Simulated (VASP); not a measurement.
# AlN (P6_3/mmc) in VASP: further runs

Runs on AlN. Level: PBE. Tasks: single point.

Everything below comes from runs of VASP 6.6.1. Logs are shortened: lines on timing, memory, paths and dates and some standing lists are left out, and cuts for length are marked.

**1. The cell of the first run**

Symmetry: P6_3/mmc, No. 194, hexagonal system. The conventional cell has a = 2.919 Å, b = 2.919 Å, c = 7.765 Å, α = 90.00°, β = 90.00°, γ = 120.00°. Within 2.2 Å of Al (site symmetry -6m2) lie 3 N at 1.69 Å. N (site symmetry -6m2) has 3 Al at 1.69 Å within 2.2 Å.

**2. Single point, PBE (B replaced by Al, lengths x 1.143, strained)**

File INCAR:

```
SYSTEM = AlN
PREC = Accurate
ENCUT = 520
EDIFF = 1E-6
ISMEAR = 0
SIGMA = 0.1
LREAL = .FALSE.
LASPH = .TRUE.
NELM = 100
ALGO = Normal
ISIF = 2
LWAVE = .FALSE.
LCHARG = .FALSE.
GGA = PE
NBANDS = 16
```

File KPOINTS:

```
Automatic mesh
0
G
  9 9 4
  0 0 0
```

File POSCAR:

```
AlN
1.0
    2.9190789584      0.0000000000      0.0000000000
   -1.4595394793      2.5279965336      0.0000000000
    0.0000000000      0.0000000000      7.7654285852
Al N
2 2
Direct
    0.3333333333      0.6666666667      0.2500000000
    0.6666666667      0.3333333333      0.7500000000
    0.3333333333      0.6666666667      0.7500000000
    0.6666666667      0.3333333333      0.2500000000
```

Potentials or basis: VASP PAW PBE potentials, release 64 (Al, N).

Launch:

```
$ cat potpaw_PBE.64/Al/POTCAR potpaw_PBE.64/N/POTCAR > POTCAR
$ mpirun -np 1 vasp_std > vasp.out
```

OUTCAR:

```text
SYSTEM = AlN
   PREC = Accurate
   ENCUT = 520
   EDIFF = 1E-6
   ISMEAR = 0
   LREAL = .FALSE.
   LASPH = .TRUE.
   NELM = 100
   ISIF = 2
   GGA = PE

 ion  position               nearest neighbor table
   1  0.333  0.667  0.250-   4 1.69   4 1.69   4 1.69
   2  0.667  0.333  0.750-   3 1.69   3 1.69   3 1.69
   3  0.333  0.667  0.750-   2 1.69   2 1.69   2 1.69
   4  0.667  0.333  0.250-   1 1.69   1 1.69   1 1.69

  LATTYP: Found a hexagonal cell.
 ALAT       =     2.9190789584
 C/A-ratio  =     2.6602324555

  Lattice vectors:

 A1 = (   2.9190789584,   0.0000000000,   0.0000000000)
 A2 = (  -1.4595394793,   2.5279965336,   0.0000000000)
 A3 = (   0.0000000000,   0.0000000000,   7.7654285852)

Analysis of symmetry for initial positions (statically):
=====================================================================
 Subroutine PRICEL returns:
 Original cell was already a primitive cell.

 Routine SETGRP: Setting up the symmetry group for a
 hexagonal supercell.

 Subroutine GETGRP returns: Found 24 space group operations
 (whereof 12 operations were pure point group operations)
 out of a pool of 24 trial point group operations.

The static configuration has the point symmetry D_3d.
 The point group associated with its full space group is D_6h.

Analysis of symmetry for dynamics (positions and initial velocities):
=====================================================================
 Subroutine PRICEL returns:
 Original cell was already a primitive cell.

 Routine SETGRP: Setting up the symmetry group for a
 hexagonal supercell.

 Subroutine GETGRP returns: Found 24 space group operations
 (whereof 12 operations were pure point group operations)
 out of a pool of 24 trial point group operations.

The dynamic configuration has the point symmetry D_3d.
 The point group associated with its full space group is D_6h.

 Subroutine INISYM returns: Found 24 space group operations
 (whereof 12 operations are pure point group operations),
 and found     1 'primitive' translations

----------------------------------------------------------------------------------------

                                     Primitive cell

  volume of cell :      57.3044

  direct lattice vectors                    reciprocal lattice vectors
     2.919078958  0.000000000  0.000000000     0.342573810  0.197785081  0.000000000
    -1.459539479  2.527996534  0.000000000     0.000000000  0.395570163  0.000000000
     0.000000000  0.000000000  7.765428585     0.000000000  0.000000000  0.128775893

  length of vectors
     2.919078958  2.919078958  7.765428585     0.395570163  0.395570163  0.128775893

  position of ions in fractional coordinates (direct lattice)
     0.333333333  0.666666667  0.250000000
     0.666666667  0.333333333  0.750000000
     0.333333333  0.666666667  0.750000000
     0.666666667  0.333333333  0.250000000

  ion indices of the primitive-cell ions
   primitive index   ion index
                 1           1
                 2           2
                 3           3
                 4           4

----------------------------------------------------------------------------------------

 KPOINTS: Automatic mesh

Automatic generation of k-mesh.
 Grid dimensions read from file:
 generate k-points for:    9    9    4

 Generating k-lattice:

  Cartesian coordinates                     Fractional coordinates (reciprocal lattice)
     0.038063757  0.021976120  0.000000000     0.111111111  0.000000000  0.000000000
     0.000000000  0.043952240  0.000000000     0.000000000  0.111111111  0.000000000
     0.000000000  0.000000000  0.032193973     0.000000000  0.000000000  0.250000000

  Length of vectors
     0.043952240  0.043952240  0.032193973

  Shift w.r.t. Gamma in fractional coordinates (k-lattice)
     0.000000000  0.000000000  0.000000000

 Subroutine IBZKPT returns following result:
 ===========================================

 Found     36 irreducible k-points:

 Following reciprocal coordinates:
            Coordinates               Weight
  0.000000  0.000000  0.000000      1.000000
  0.111111  0.000000  0.000000      6.000000
  0.222222 -0.000000  0.000000      6.000000
  0.333333  0.000000  0.000000      6.000000
  0.444444 -0.000000  0.000000      6.000000
  0.111111  0.111111  0.000000      6.000000
[... 16 lines left out ...]
  0.333333  0.222222  0.250000     24.000000
  0.333333  0.333333  0.250000      4.000000
 [... further k-points ...]
   k-points           NKPTS =     36   k-points in BZ     NKDIM =     36   number of bands    NBANDS=     16
   number of dos      NEDOS =    301   number of ions     NIONS =      4
   total plane-waves  NPLWV =  34560
   dimension x,y,z NGX =    24 NGY =   24 NGZ =   60
   dimension x,y,z NGXF=    48 NGYF=   48 NGZF=  120
   ions per type =               2   2
   NGX,Y,Z   is equivalent  to a cutoff of  13.67, 13.67, 12.85 a.u.
   NGXF,Y,Z  is equivalent  to a cutoff of  27.34, 27.34, 25.69 a.u.
 SYSTEM =  AlN
   PREC   = accura    normal or accurate (medium, high low for compatibility)
   ISTART =      0    job   : 0-new  1-cont  2-samecut
   ICHARG =      2    charge: 1-file 2-atom 10-const
   ISPIN  =      1    spin polarized calculation?
   LNONCOLLINEAR =      F non collinear calculations
   LSORBIT =      F    spin-orbit coupling
   LASPH  =      T    aspherical Exc in radial PAW
   ENCUT  =  520.0 eV  38.22 Ry    6.18 a.u.   5.43  5.43 14.44*2*pi/ulx,y,z
   NELM   =    100;   NELMIN=  2; NELMDL= -5     # of ELM steps
   EDIFF  = 0.1E-05   stopping-criterion for ELM
   LREAL  =      F    real-space projection
   EDIFFG = 0.1E-04   stopping-criterion for IOM
   NSW    =      0    number of steps for IOM
   IBRION =     -1    ionic relax: 0-MD 1-quasi-New 2-CG
   NFREE  =      0    steps in history (QN), initial steepest desc. (CG)
   ISIF   =      2    stress and relaxation
   ISYM   =      2    0-nonsym 1-usesym 2-fastsym
   POTIM  = 0.5000    time-step for ionic-motion
   TEBEG  =    0.0;   TEEND  =   0.0 temperature during run
   PSTRESS=    0.0 pullay stress
   NELECT =      16.0000    total number of electrons
   NUPDOWN=      -1.0000    fix difference up-down
   EMIN   =  10.00;   EMAX   =-10.00  energy-range for DOS
   EFERMI =   0.00;   METHOD = LEGACY
   ISMEAR =     0;   SIGMA  =   0.10  broadening in eV -4-tet -1-fermi 0-gaus
   EFERMI_NEDOS =   21; number of points for ismear=-14 and -15
   IALGO  =     38    algorithm
   IMIX   =      4    mixing-type and parameters
     AMIX     =   0.40;   BMIX     =  1.00
     AMIX_MAG =   1.60;   BMIX_MAG =  1.00
  volume/ion in A,a.u.               =      14.33        96.68
  Fermi-wavevector in a.u.,A,eV,Ry     =   1.070004  2.022015 15.577439  1.144909
  Thomas-Fermi vector in A             =   2.205701
   LORBIT       =      0    0 simple, 1 ext, 2 COOP (PROOUT), +10 PAW based schemes
   GGA     = PE    functional components
   LHFCALC =     F    Hartree Fock is set to
   AEXX    =    0.0000 exact exchange contribution
   IVDW    =     0    specifies the selected vdW correction
   LEPSILON=     F    determine dielectric tensor
   LRPA    =     F    only Hartree local field effects (RPA)
 non-spin polarized calculation
 Gauss-broadening in eV      SIGMA  =   0.10
  energy-cutoff  :      520.00
  volume of cell :       57.30
 maximum number of plane-waves:      1589
 NGX is ok and might be reduce to    24
   NGX = 11   NGY = 11   NGZ = 29

 number of electron      16.0000001 magnetization

 Free energy of the ion-electron system (eV)
  ---------------------------------------------------
  ext. energy  EPLUGINS =         0.00000000
  ---------------------------------------------------
  free energy    TOTEN  =       -26.63722493 eV

  energy without entropy =      -26.63722493  energy(sigma->0) =      -26.63722493

 E-fermi :   2.9644     XC(G=0):  -8.9219

 val. band max:        2.4764034627   @ k =   0.3333   0.3333   0.5000
 cond. band min:       5.0762665788   @ k =   0.0000   0.0000   0.0000
 fundamental gap:      2.5998631161
 Fermi energy:         2.9644460103

 k-point     1 :       0.0000    0.0000    0.0000
  band No.  band energies     occupation
      1     -11.7864      2.00000
      2     -11.6473      2.00000
      3      -0.9745      2.00000
      4       0.7505      2.00000
      5       2.0672      2.00000
      6       2.0672      2.00000
[... 8 lines left out ...]
     15      16.6703      0.00000
     16      16.8228      0.00000

 k-point     2 :       0.1111    0.0000    0.0000
  band No.  band energies     occupation
      1     -11.6166      2.00000
      2     -11.4825      2.00000
      3      -0.7597      2.00000
      4       0.9120      2.00000
      5       1.3922      2.00000
      6       1.4416      2.00000
[... 8 lines left out ...]
     15      16.2825      0.00000
     16      17.0974      0.00000

 k-point     3 :       0.2222   -0.0000    0.0000
  band No.  band energies     occupation
      1     -11.1446      2.00000
      2     -11.0261      2.00000
      3      -0.1404      2.00000
      4      -0.0311      2.00000
      5       0.0494      2.00000
      6       1.3579      2.00000
[... 8 lines left out ...]
     15      16.9262      0.00000
     16      17.9636      0.00000

 k-point     4 :       0.3333    0.0000    0.0000
  band No.  band energies     occupation
      1     -10.5040      2.00000
      2     -10.4145      2.00000
      3      -1.4833      2.00000
      4      -1.3964      2.00000
      5       0.7796      2.00000
      6       1.4954      2.00000
[... 8 lines left out ...]
     15      16.6373      0.00000
     16      16.9377      0.00000

 k-point     5 :       0.4444   -0.0000    0.0000
  band No.  band energies     occupation
      1      -9.9859      2.00000
      2      -9.9378      2.00000
      3      -2.4422      2.00000
      4      -2.3441      2.00000
      5       1.3474      2.00000
      6       1.3975      2.00000
[... 8 lines left out ...]
     15      16.0609      0.00000
     16      16.1305      0.00000

 k-point     6 :       0.1111    0.1111    0.0000
  band No.  band energies     occupation
      1     -11.2951      2.00000
      2     -11.1712      2.00000
      3      -0.3420      2.00000
      4       0.4388      2.00000
      5       0.5162      2.00000
      6       1.2167      2.00000
[... 8 lines left out ...]
     15      16.2251      0.00000
     16      17.9197      0.00000

 k-point     7 :       0.2222    0.1111    0.0000
  band No.  band energies     occupation
      1     -10.7329      2.00000
      2     -10.6313      2.00000
      3      -0.8371      2.00000
      4      -0.7543      2.00000
      5       0.4342      2.00000
      6       1.3001      2.00000
[... 8 lines left out ...]
     15      15.5687      0.00000
     16      17.1978      0.00000

 k-point     8 :       0.3333    0.1111    0.0000
  band No.  band energies     occupation
      1     -10.1324      2.00000
      2     -10.0670      2.00000
      3      -1.9581      2.00000
      4      -1.8669      2.00000
      5       0.9537      2.00000
      6       1.0011      2.00000
[... 8 lines left out ...]
     15      14.3449      0.00000
     16      15.9414      0.00000

 k-point     9 :       0.4444    0.1111    0.0000
  band No.  band energies     occupation
      1      -9.8482      2.00000
      2      -9.8150      2.00000
      3      -2.4244      2.00000
      4      -2.3252      2.00000
      5       0.8243      2.00000
      6       0.8761      2.00000
[... 8 lines left out ...]
     15      13.9657      0.00000
     16      15.4600      0.00000
[... 172 lines left out ...]
 k-point    19 :       0.2222    0.1111    0.2500
  band No.  band energies     occupation
      1     -10.7183      2.00000
      2     -10.6465      2.00000
      3      -0.8324      2.00000
      4      -0.7771      2.00000
      5       0.6075      2.00000
      6       1.3033      2.00000
[... 8 lines left out ...]
     15      15.7253      0.00000
     16      16.7895      0.00000

 k-point    20 :       0.3333    0.1111    0.2500
  band No.  band energies     occupation
      1     -10.1229      2.00000
      2     -10.0767      2.00000
      3      -1.9478      2.00000
      4      -1.8835      2.00000
      5       0.9579      2.00000
      6       0.9924      2.00000
[... 8 lines left out ...]
     15      14.6877      0.00000
     16      15.8132      0.00000

 k-point    21 :       0.4444    0.1111    0.2500
  band No.  band energies     occupation
      1      -9.8434      2.00000
      2      -9.8198      2.00000
      3      -2.4122      2.00000
      4      -2.3422      2.00000
      5       0.8302      2.00000
      6       0.8671      2.00000
[... 8 lines left out ...]
     15      14.5724      0.00000
     16      15.3970      0.00000

 k-point    22 :       0.2222    0.2222    0.2500
  band No.  band energies     occupation
      1     -10.1845      2.00000
      2     -10.1335      2.00000
      3      -1.5135      2.00000
      4      -1.4545      2.00000
      5       0.4723      2.00000
      6       0.5020      2.00000
[... 8 lines left out ...]
     15      13.5515      0.00000
     16      15.1223      0.00000

 k-point    23 :       0.3333    0.2222    0.2500
  band No.  band energies     occupation
      1      -9.7772      2.00000
      2      -9.7537      2.00000
      3      -1.9136      2.00000
      4      -1.8467      2.00000
      5      -0.1596      2.00000
      6      -0.1206      2.00000
[... 8 lines left out ...]
     15      13.7924      0.00000
     16      14.2558      0.00000

 k-point    24 :       0.3333    0.3333    0.2500
  band No.  band energies     occupation
      1      -9.6290      2.00000
      2      -9.6290      2.00000
      3      -1.4045      2.00000
      4      -1.2938      2.00000
      5      -1.1198      2.00000
      6      -1.1198      2.00000
[... 8 lines left out ...]
     15      13.9008      0.00000
     16      13.9853      0.00000

 [... further k-points ...]
[... 5 lines left out ...]
  --------------------------------------------------------------------------------------
  -------------------------------------------------------------------------------------
  Total       18.5745886     18.5745886     -0.5801296     -0.0000000      0.0000000      0.0000000
  in kB      519.3283610    519.3283610    -16.2198887     -0.0000000      0.0000000      0.0000000
  external PRESSURE =     340.8122778 kB  Pullay stress =       0.0000000 kB

 VOLUME and BASIS-vectors are now :
 -----------------------------------------------------------------------------
  energy-cutoff  :      520.00
  volume of cell :       57.30
      direct lattice vectors                 reciprocal lattice vectors
     2.919078958  0.000000000  0.000000000     0.342573810  0.197785081  0.000000000
    -1.459539479  2.527996534  0.000000000     0.000000000  0.395570163  0.000000000
     0.000000000  0.000000000  7.765428585     0.000000000  0.000000000  0.128775893

 POSITION                                       TOTAL-FORCE (eV/Angst)
 -----------------------------------------------------------------------------------
     -0.00000      1.68533      1.94136        -0.000000      0.000000      0.000000
      1.45954      0.84267      5.82407         0.000000     -0.000000      0.000000
     -0.00000      1.68533      5.82407         0.000000     -0.000000      0.000000
      1.45954      0.84267      1.94136        -0.000000      0.000000      0.000000
 -----------------------------------------------------------------------------------
    total drift:                               -0.000000      0.000000     -0.000000

  FREE ENERGIE OF THE ION-ELECTRON SYSTEM (eV)
  ---------------------------------------------------
  free  energy   TOTEN  =       -26.6372249333 eV

  energy  without entropy=      -26.6372249333  energy(sigma->0) =      -26.63722493
```

It took 11 s on 1 thread of Intel Xeon 6975P-C (Granite Rapids), shared host; peak memory 0.18 GiB.

What came out:

```yaml
Free_energy: -26.6372 eV
Pressure: 34.1 GPa
Band_gap_on_the_k_mesh: 2.60 eV, indirect (least direct gap 2.99 eV)
```

Stress tensor (GPa, compression positive):
```
51.93  0.00  0.00
 0.00 51.93  0.00
 0.00  0.00 -1.62
```

Caveat: the cell differs from its parent crystal (B replaced by Al, lengths x 1.143, strained). A k mesh can miss the band edges.

[end of part 1 of 2]
